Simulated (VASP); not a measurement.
# LiF (Griceite) (Fm-3m) in VASP: notebook

Runs on LiF (Griceite). Level: PBE. Tasks: single point.

All numbers are computed with VASP 6.6.1; they aren't measurements. Logs are shortened: lines on timing, memory, paths and dates and some standing lists are left out, and cuts for length are marked.

## 1. The cell of the first run

The structure is cubic, space group Fm-3m (No. 225). Conventional cell: a = 4.107 Å, b = 4.107 Å, c = 4.107 Å, α = 90.00°, β = 90.00°, γ = 90.00°. Li (site symmetry m-3m) has 6 F at 2.05 Å within 2.7 Å. Within 2.7 Å of F (site symmetry m-3m) lie 6 Li at 2.05 Å.

## 2. Single point, PBE (volume changed by +3%)

INCAR reads:

```
SYSTEM = LiF
  PREC = Accurate
  ENCUT = 520
  EDIFF = 1E-6
  ISMEAR = 0
  SIGMA = 0.01
  LREAL = .FALSE.
  LASPH = .TRUE.
  NELM = 80
  ALGO = Normal
  ISIF = 2
  LWAVE = .FALSE.
  LCHARG = .FALSE.
  GGA = PE
  NBANDS = 12
```

KPOINTS reads:

```
Automatic mesh
0
G
  8 8 8
  0 0 0
```

POSCAR reads:

```
LiF
1.0
    0.0000000000      2.0536692377      2.0536692377
    2.0536692377      0.0000000000      2.0536692377
    2.0536692377      2.0536692377      0.0000000000
Li F
1 1
Direct
    0.0000000000      0.0000000000      0.0000000000
    0.5000000000      0.5000000000      0.5000000000
```

Potentials or basis: VASP PAW PBE potentials, release 64 (Li_sv, F).

Started as:

```
$ cat potpaw_PBE.64/Li_sv/POTCAR potpaw_PBE.64/F/POTCAR > POTCAR
$ mpirun -np 1 vasp_std > vasp.out
```

OUTCAR:

```text
SYSTEM = LiF
   PREC = Accurate
   ENCUT = 520
   EDIFF = 1E-6
   ISMEAR = 0
   LREAL = .FALSE.
   LASPH = .TRUE.
   NELM = 80
   ISIF = 2
   GGA = PE

 ion  position               nearest neighbor table
   1  0.000  0.000  0.000-   2 2.05   2 2.05   2 2.05   2 2.05   2 2.05   2 2.05
   2  0.500  0.500  0.500-   1 2.05   1 2.05   1 2.05   1 2.05   1 2.05   1 2.05

  LATTYP: Found a face centered cubic cell.
 ALAT       =     4.1073384754

  Lattice vectors:

 A1 = (   0.0000000000,   2.0536692377,   2.0536692377)
 A2 = (   2.0536692377,   0.0000000000,   2.0536692377)
 A3 = (   2.0536692377,   2.0536692377,   0.0000000000)

Analysis of symmetry for initial positions (statically):
=====================================================================
 Subroutine PRICEL returns:
 Original cell was already a primitive cell.

 Routine SETGRP: Setting up the symmetry group for a
 face centered cubic supercell.

 Subroutine GETGRP returns: Found 48 space group operations
 (whereof 48 operations were pure point group operations)
 out of a pool of 48 trial point group operations.

The static configuration has the point symmetry O_h .

Analysis of symmetry for dynamics (positions and initial velocities):
=====================================================================
 Subroutine PRICEL returns:
 Original cell was already a primitive cell.

 Routine SETGRP: Setting up the symmetry group for a
 face centered cubic supercell.

 Subroutine GETGRP returns: Found 48 space group operations
 (whereof 48 operations were pure point group operations)
 out of a pool of 48 trial point group operations.

The dynamic configuration has the point symmetry O_h .

 Subroutine INISYM returns: Found 48 space group operations
 (whereof 48 operations are pure point group operations),
 and found     1 'primitive' translations

----------------------------------------------------------------------------------------

                                     Primitive cell

  volume of cell :      17.3229

  direct lattice vectors                    reciprocal lattice vectors
     0.000000000  2.053669238  2.053669238    -0.243466665  0.243466665  0.243466665
     2.053669238  0.000000000  2.053669238     0.243466665 -0.243466665  0.243466665
     2.053669238  2.053669238  0.000000000     0.243466665  0.243466665 -0.243466665

  length of vectors
     2.904326889  2.904326889  2.904326889     0.421696633  0.421696633  0.421696633

  position of ions in fractional coordinates (direct lattice)
     0.000000000  0.000000000  0.000000000
     0.500000000  0.500000000  0.500000000

  ion indices of the primitive-cell ions
   primitive index   ion index
                 1           1
                 2           2

----------------------------------------------------------------------------------------

 KPOINTS: Automatic mesh

Automatic generation of k-mesh.
 Grid dimensions read from file:
 generate k-points for:    8    8    8

 Generating k-lattice:

  Cartesian coordinates                     Fractional coordinates (reciprocal lattice)
    -0.030433333  0.030433333  0.030433333     0.125000000  0.000000000  0.000000000
     0.030433333 -0.030433333  0.030433333     0.000000000  0.125000000  0.000000000
     0.030433333  0.030433333 -0.030433333     0.000000000  0.000000000  0.125000000

  Length of vectors
     0.052712079  0.052712079  0.052712079

  Shift w.r.t. Gamma in fractional coordinates (k-lattice)
     0.000000000  0.000000000  0.000000000

 Subroutine IBZKPT returns following result:
 ===========================================

 Found     29 irreducible k-points:

 Following reciprocal coordinates:
            Coordinates               Weight
  0.000000  0.000000  0.000000      1.000000
  0.125000  0.000000  0.000000      8.000000
  0.250000  0.000000  0.000000      8.000000
  0.375000  0.000000  0.000000      8.000000
  0.500000  0.000000  0.000000      4.000000
  0.125000  0.125000  0.000000      6.000000
[... 16 lines left out ...]
  0.500000  0.250000  0.125000     48.000000
 -0.375000  0.250000  0.125000     24.000000
 [... further k-points ...]
   k-points           NKPTS =     29   k-points in BZ     NKDIM =     29   number of bands    NBANDS=     12
   number of dos      NEDOS =    301   number of ions     NIONS =      2
   total plane-waves  NPLWV =  13824
   dimension x,y,z NGX =    24 NGY =   24 NGZ =   24
   dimension x,y,z NGXF=    48 NGYF=   48 NGZF=   48
   ions per type =               1   1
   NGX,Y,Z   is equivalent  to a cutoff of  13.74, 13.74, 13.74 a.u.
   NGXF,Y,Z  is equivalent  to a cutoff of  27.48, 27.48, 27.48 a.u.
 SYSTEM =  LiF
   PREC   = accura    normal or accurate (medium, high low for compatibility)
   ISTART =      0    job   : 0-new  1-cont  2-samecut
   ICHARG =      2    charge: 1-file 2-atom 10-const
   ISPIN  =      1    spin polarized calculation?
   LNONCOLLINEAR =      F non collinear calculations
   LSORBIT =      F    spin-orbit coupling
   LASPH  =      T    aspherical Exc in radial PAW
   ENCUT  =  520.0 eV  38.22 Ry    6.18 a.u.   5.40  5.40  5.40*2*pi/ulx,y,z
   NELM   =     80;   NELMIN=  2; NELMDL= -5     # of ELM steps
   EDIFF  = 0.1E-05   stopping-criterion for ELM
   LREAL  =      F    real-space projection
   EDIFFG = 0.1E-04   stopping-criterion for IOM
   NSW    =      0    number of steps for IOM
   IBRION =     -1    ionic relax: 0-MD 1-quasi-New 2-CG
   NFREE  =      0    steps in history (QN), initial steepest desc. (CG)
   ISIF   =      2    stress and relaxation
   ISYM   =      2    0-nonsym 1-usesym 2-fastsym
   POTIM  = 0.5000    time-step for ionic-motion
   TEBEG  =    0.0;   TEEND  =   0.0 temperature during run
   PSTRESS=    0.0 pullay stress
   NELECT =      10.0000    total number of electrons
   NUPDOWN=      -1.0000    fix difference up-down
   EMIN   =  10.00;   EMAX   =-10.00  energy-range for DOS
   EFERMI =   0.00;   METHOD = LEGACY
   ISMEAR =     0;   SIGMA  =   0.01  broadening in eV -4-tet -1-fermi 0-gaus
   EFERMI_NEDOS =   21; number of points for ismear=-14 and -15
   IALGO  =     38    algorithm
   IMIX   =      4    mixing-type and parameters
     AMIX     =   0.40;   BMIX     =  1.00
     AMIX_MAG =   1.60;   BMIX_MAG =  1.00
  volume/ion in A,a.u.               =       8.66        58.45
  Fermi-wavevector in a.u.,A,eV,Ry     =   1.363121  2.575925 25.280961  1.858098
  Thomas-Fermi vector in A             =   2.489551
   LORBIT       =      0    0 simple, 1 ext, 2 COOP (PROOUT), +10 PAW based schemes
   GGA     = PE    functional components
   LHFCALC =     F    Hartree Fock is set to
   AEXX    =    0.0000 exact exchange contribution
   IVDW    =     0    specifies the selected vdW correction
   LEPSILON=     F    determine dielectric tensor
   LRPA    =     F    only Hartree local field effects (RPA)
 non-spin polarized calculation
 Gauss-broadening in eV      SIGMA  =   0.01
  energy-cutoff  :      520.00
  volume of cell :       17.32
 maximum number of plane-waves:       489
 NGX is ok and might be reduce to    24
   NGX = 11   NGY = 11   NGZ = 11

 number of electron      10.0000001 magnetization

 Free energy of the ion-electron system (eV)
  ---------------------------------------------------
  ext. energy  EPLUGINS =         0.00000000
  ---------------------------------------------------
  free energy    TOTEN  =        -9.63818283 eV

  energy without entropy =       -9.63818283  energy(sigma->0) =       -9.63818283

 E-fermi :  -1.2509     XC(G=0):  -9.7007

 val. band max:       -1.3585834637   @ k =   0.0000   0.0000   0.0000
 cond. band min:       7.2282237478   @ k =   0.0000   0.0000   0.0000
 fundamental gap:      8.5868072115
 Fermi energy:        -1.2508710892

 k-point     1 :       0.0000    0.0000    0.0000
  band No.  band energies     occupation
      1     -42.4197      2.00000
      2     -21.1768      2.00000
      3      -1.3586      2.00000
      4      -1.3586      2.00000
      5      -1.3586      2.00000
      6       7.2282      0.00000
      7      21.8423      0.00000
      8      21.8423      0.00000
      9      21.8423      0.00000
     10      22.3904      0.00000
     11      22.3904      0.00000
     12      22.3904      0.00000

 k-point     2 :       0.1250    0.0000    0.0000
  band No.  band energies     occupation
      1     -42.4133      2.00000
      2     -21.1241      2.00000
      3      -1.7674      2.00000
      4      -1.3907      2.00000
      5      -1.3907      2.00000
      6       7.6678      0.00000
      7      18.6875      0.00000
      8      20.3370      0.00000
      9      20.3370      0.00000
     10      23.5151      0.00000
     11      23.6582      0.00000
     12      23.6582      0.00000

 k-point     3 :       0.2500    0.0000    0.0000
  band No.  band energies     occupation
      1     -42.3972      2.00000
      2     -20.9892      2.00000
      3      -2.6396      2.00000
      4      -1.4660      2.00000
      5      -1.4660      2.00000
      6       8.5238      0.00000
      7      16.0640      0.00000
      8      18.6424      0.00000
      9      18.6424      0.00000
     10      24.8229      0.00000
     11      25.4329      0.00000
     12      25.4330      0.00000

 k-point     4 :       0.3750    0.0000    0.0000
  band No.  band energies     occupation
      1     -42.3811      2.00000
      2     -20.8477      2.00000
      3      -3.4069      2.00000
      4      -1.5382      2.00000
      5      -1.5382      2.00000
      6       9.0324      0.00000
      7      14.9003      0.00000
      8      17.4774      0.00000
      9      17.4774      0.00000
     10      26.6163      0.00000
     11      27.5046      0.00000
     12      27.5046      0.00000

 k-point     5 :       0.5000    0.0000    0.0000
  band No.  band energies     occupation
      1     -42.3744      2.00000
      2     -20.7869      2.00000
      3      -3.7040      2.00000
      4      -1.5673      2.00000
      5      -1.5673      2.00000
      6       9.1109      0.00000
      7      14.6988      0.00000
      8      17.0691      0.00000
      9      17.0691      0.00000
     10      27.9683      0.00000
     11      28.6586      0.00000
     12      28.6586      0.00000
[... 228 lines left out ...]
      1     -42.3624      2.00000
      2     -20.5618      2.00000
      3      -4.1224      2.00000
      4      -2.2735      2.00000
      5      -2.2735      2.00000
      6      12.9129      0.00000
      7      14.8342      0.00000
      8      15.3941      0.00000
      9      18.1964      0.00000
     10      18.1964      0.00000
     11      30.5384      0.00000
     12      35.7613      0.00000

 k-point    22 :       0.3750    0.2500    0.1250
  band No.  band energies     occupation
      1     -42.3857      2.00000
      2     -20.8684      2.00000
      3      -2.8793      2.00000
      4      -2.0508      2.00000
      5      -1.6243      2.00000
      6       9.6400      0.00000
      7      15.2786      0.00000
      8      17.6837      0.00000
      9      18.1743      0.00000
     10      21.7200      0.00000
     11      28.8645      0.00000
     12      28.8840      0.00000

 k-point    23 :       0.5000    0.2500    0.1250
  band No.  band energies     occupation
      1     -42.3733      2.00000
      2     -20.7409      2.00000
      3      -3.3268      2.00000
      4      -2.3757      2.00000
      5      -1.7370      2.00000
      6      10.4969      0.00000
      7      14.1392      0.00000
      8      17.1473      0.00000
      9      17.4984      0.00000
     10      23.6316      0.00000
     11      27.9716      0.00000
     12      30.6798      0.00000

 k-point    24 :      -0.3750    0.2500    0.1250
  band No.  band energies     occupation
      1     -42.3681      2.00000
      2     -20.6865      2.00000
      3      -3.5155      2.00000
      4      -2.4816      2.00000
      5      -1.8003      2.00000
      6      10.7725      0.00000
      7      13.8590      0.00000
      8      17.0641      0.00000
      9      17.1322      0.00000
     10      25.4103      0.00000
     11      26.4876      0.00000
     12      31.7741      0.00000

 [... further k-points ...]
[... 5 lines left out ...]
  --------------------------------------------------------------------------------------
  -------------------------------------------------------------------------------------
  Total       -0.2467537     -0.2467537     -0.2467537      0.0000000     -0.0000000      0.0000000
  in kB      -22.8219484    -22.8219484    -22.8219484      0.0000000     -0.0000000      0.0000000
  external PRESSURE =     -22.8219484 kB  Pullay stress =       0.0000000 kB

 VOLUME and BASIS-vectors are now :
 -----------------------------------------------------------------------------
  energy-cutoff  :      520.00
  volume of cell :       17.32
      direct lattice vectors                 reciprocal lattice vectors
     0.000000000  2.053669238  2.053669238    -0.243466665  0.243466665  0.243466665
     2.053669238  0.000000000  2.053669238     0.243466665 -0.243466665  0.243466665
     2.053669238  2.053669238  0.000000000     0.243466665  0.243466665 -0.243466665

 POSITION                                       TOTAL-FORCE (eV/Angst)
 -----------------------------------------------------------------------------------
      0.00000      0.00000      0.00000         0.000000      0.000000      0.000000
      2.05367      2.05367      2.05367        -0.000000     -0.000000     -0.000000
 -----------------------------------------------------------------------------------
    total drift:                               -0.000000     -0.000000      0.000000

  FREE ENERGIE OF THE ION-ELECTRON SYSTEM (eV)
  ---------------------------------------------------
  free  energy   TOTEN  =        -9.6381828307 eV

  energy  without entropy=       -9.6381828307  energy(sigma->0) =       -9.63818283
```

Wall time 3.7 s (1 thread of Intel Xeon 6975P-C, shared host); peak memory 0.13 GiB.

What came out:

```
Free energy            : -9.6382 eV
Band gap on the k mesh : 8.59 eV, direct
```

Caveat: the cell differs from its parent crystal (volume changed by +3%); the cutoff is under 1.25 times the usual one of these potentials, so pressure, stress and relaxed cells hold a basis-set (Pulay) error.

## 3. Single point, PBE (volume changed by +6%)

INCAR reads:

```
SYSTEM = LiF
PREC = Accurate
ENCUT = 520
EDIFF = 1E-6
ISMEAR = 0
SIGMA = 0.01
LREAL = .False.
LASPH = .True.
NELM = 80
ALGO = Normal
ISIF = 2
LWAVE = .False.
LCHARG = .False.
GGA = PE
NBANDS = 12
```

KPOINTS reads:

```
regular mesh
0
Gamma
  8 8 8
  0 0 0
```

POSCAR reads:

```
LiF
1.0
    0.0000000000      2.0734172687      2.0734172687
    2.0734172687      0.0000000000      2.0734172687
    2.0734172687      2.0734172687      0.0000000000
Li F
1 1
Direct
    0.0000000000      0.0000000000      0.0000000000
    0.5000000000      0.5000000000      0.5000000000
```

Potentials or basis: VASP PAW PBE potentials, release 64 (Li_sv, F).

Started as:

```
$ cat potpaw_PBE.64/Li_sv/POTCAR potpaw_PBE.64/F/POTCAR > POTCAR
$ mpirun -np 1 vasp_std > vasp.out
```

Wall time 3.9 s (1 thread of Intel Xeon 6975P-C, shared host); peak memory 0.13 GiB.

Results (log left out):

* Free energy: -9.6299 eV
* Band gap on the k mesh: 8.35 eV, direct

Levels at points of the mesh, in eV from the valence-band top:
```tsv
k point	band 3	band 4	band 5	band 6	band 7	band 8
(0.00, 0.00, 0.00)	0.00	0.00	0.00	8.35	22.83	22.83
(0.50, 0.00, 0.00)	-2.26	-0.20	-0.20	10.32	15.73	18.20
(0.50, 0.50, 0.00)	-2.65	-0.88	-0.88	14.02	16.05	16.42
```

Caveat: the cell differs from its parent crystal (volume changed by +6%); the cutoff is under 1.25 times the usual one of these potentials, so pressure, stress and relaxed cells hold a basis-set (Pulay) error. A k mesh can miss the band edges.

## 4. Single point, PBE

This run uses another cell than the first one, of 7.94 Å³/atom, 0.917 times its volume.

INCAR reads:

```
SYSTEM = LiF
ALGO = Normal
EDIFF = 1E-6
ENCUT = 520
GGA = PE
ISIF = 2
ISMEAR = 0
LASPH = .True.
LCHARG = .True.
LELF = .True.
LREAL = .False.
LVHAR = .True.
LWAVE = .False.
NBANDS = 12
NELM = 100
PREC = Accurate
SIGMA = 0.01
```

KPOINTS reads:

```
k-points
0
Gamma
  10 10 10
  0 0 0
```

POSCAR reads:

```
LiF
1.0
    0.0000000000      1.9948691873      1.9948691873
    1.9948691873      0.0000000000      1.9948691873
    1.9948691873      1.9948691873      0.0000000000
Li F
1 1
Direct
    0.0000000000      0.0000000000      0.0000000000
    0.5000000000      0.5000000000      0.5000000000
```

Started as:

```
$ cat potpaw_PBE.64/Li_sv/POTCAR potpaw_PBE.64/F/POTCAR > POTCAR
$ mpirun -np 1 vasp_std > vasp.out
```

Run time: 5.2 s. Hardware: 1 thread of Intel Xeon 6975P-C, shared host; peak memory 0.13 GiB.

It converged, with:

```yaml
Free_energy: -9.6280 eV
Band_gap_on_the_k_mesh: 9.35 eV, direct
```

Levels at points of the mesh, in eV from the valence-band top:
```tsv
k point	band 2	band 3	band 4	band 5	band 6	band 7	band 8	band 9
(0.00, 0.00, 0.00)	-20.05	0.00	0.00	0.00	9.35	24.35	24.35	24.35
(0.50, 0.00, 0.00)	-19.60	-2.60	-0.24	-0.24	10.92	17.08	19.12	19.12
(0.50, 0.50, 0.00)	-19.31	-3.13	-1.04	-1.04	15.08	16.61	17.80	20.58
```

Caveat: the cutoff is under 1.25 times the usual one of these potentials, so pressure, stress and relaxed cells hold a basis-set (Pulay) error. A k mesh can miss the band edges.

## 5. The runs side by side

```csv
cell,k mesh,gap on the mesh (eV)
"a = 2.904 Å, angles 60.0°, 2 atoms",8 × 8 × 8,8.59
"a = 2.932 Å, angles 60.0°, 2 atoms",8 × 8 × 8,8.35
"a = 2.821 Å, angles 60.0°, 2 atoms",10 × 10 × 10,9.35
```

Alike in all rows: task single point; level PBE; potentials or basis VASP PAW PBE potentials, release 64 (Li_sv, F); no spin polarisation; cutoff (eV) 520; smearing gaussian 0.01 eV.

Caveats: the cutoff is under 1.25 times the usual one of these potentials, so pressure, stress and relaxed cells hold a basis-set (Pulay) error.

Total energies depend on the potentials used, so only differences within one code and one set of settings carry meaning.
